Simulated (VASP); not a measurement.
LiH: single point with PBE

The system is LiH.

```
Li H
1.0
     0.00000    3.99695    3.99695
     3.99695    0.00000    3.99695
     5.99542    5.99542    0.00000
Li H
12 12
Cartesian
  -0.0839 -0.1885 0.0941
  2.0228 1.9038 -0.0836
  3.7373 3.9476 -0.0902
  1.9460 -0.2031 1.8898
  4.0480 2.2687 2.1054
  6.1672 3.9819 2.1017
  -0.0018 2.0269 1.8841
  2.1468 4.1734 2.1404
  4.0945 6.2593 1.8768
  2.1557 1.9884 4.0170
  4.0096 4.0420 3.9857
  5.9041 5.8180 4.0340
  2.2570 2.1278 2.4576
  3.9137 3.9745 1.6933
  6.0881 5.8148 2.0232
  3.9219 1.9558 4.1055
  5.7890 4.3175 3.5774
  7.8386 5.6330 3.8894
  1.6133 4.2368 4.4078
  3.9779 6.0165 4.0074
  5.6441 8.0378 3.6739
  4.1464 3.8843 6.0465
  5.7598 5.7562 6.1739
  7.8081 7.8824 6.0887
```

* Program: VASP 6.6.1
* Task: single point
* Functional: PBE
* Potentials or basis: VASP PAW PBE potentials, release 64 (Li_sv, H)
* Cutoff: 520 eV
* k mesh: 4 × 4 × 2
* Occupations: fermi-dirac, width 0.146 eV
* Spin: no spin polarisation
* Dipole correction: no
* Further INCAR settings: LREAL = Auto; ALGO = Normal; EDIFF = 1e-06; NBANDS = 42

| Item | Value |
| --- | --- |
| Largest force | 1.834 eV/Å |
| Band gap on the k mesh | 2.46 eV, direct |

Forces in eV/Å, atoms in the order of the input:
```
Li  -0.061  0.030 -0.456
Li  -0.158  0.269  0.576
Li   0.757 -0.176  0.343
Li   0.361  0.380  1.300
Li  -0.346 -0.752 -0.255
Li  -1.145 -0.002 -1.198
Li   0.565  0.014  0.701
Li  -0.562 -1.078 -0.109
Li   0.080 -1.415  0.273
Li  -0.652 -0.163  0.291
Li   0.199  0.132  0.354
Li   0.119  1.274 -0.158
H   -0.404  0.086 -1.350
H    0.040  0.296  0.714
H   -0.546  0.384 -0.222
H    0.173  0.239 -0.078
H   -0.066 -1.402  1.180
H    0.126  1.232  0.360
H    0.804 -0.271 -1.296
H   -0.380 -0.155 -0.146
H    0.470 -0.410  0.597
H   -0.318  0.111 -0.357
H    0.465  1.043 -0.380
H    0.477  0.335 -0.685
```

Levels at points of the mesh, in eV from the valence-band top:
```csv
k point,band 20,band 21,band 22,band 23,band 24,band 25,band 26,band 27,band 28,band 29
"(0.00, 0.00, 0.00)",-1.99,-1.26,-0.98,-0.74,0.00,2.46,3.61,3.81,4.28,4.38
"(0.50, 0.00, 0.00)",-2.16,-1.76,-1.60,-0.67,-0.40,4.03,4.33,4.62,4.83,5.21
"(0.00, 0.50, 0.00)",-2.21,-1.81,-1.58,-0.56,-0.31,3.93,4.25,4.52,4.83,5.25
"(0.50, 0.50, 0.00)",-1.79,-1.45,-1.25,-0.81,-0.61,3.79,3.91,4.23,4.74,5.10
"(0.00, 0.00, 0.50)",-1.99,-1.78,-0.75,-0.21,-0.12,2.68,2.92,3.40,4.01,4.42
"(0.50, 0.00, 0.50)",-2.01,-1.77,-1.46,-0.67,-0.47,3.79,4.03,4.53,5.04,5.37
"(0.00, 0.50, 0.50)",-1.99,-1.72,-1.39,-0.64,-0.46,3.64,4.14,4.69,5.19,5.26
"(0.50, 0.50, 0.50)",-2.54,-2.12,-1.78,-0.27,-0.25,4.10,4.47,4.69,5.03,5.34
```

It took 2.8 min on 1 thread of AMD EPYC 9R45 96-Core Processor (Zen 5), on a shared host, peak memory 0.31 GiB.

Caveat: the k points lie up to 0.45 Å⁻¹ apart; forces of over 1 eV/Å act on the atoms, so gaps and moduli don't describe the material at rest. PBE gaps usually lie below the measured ones, often by a third to a half.
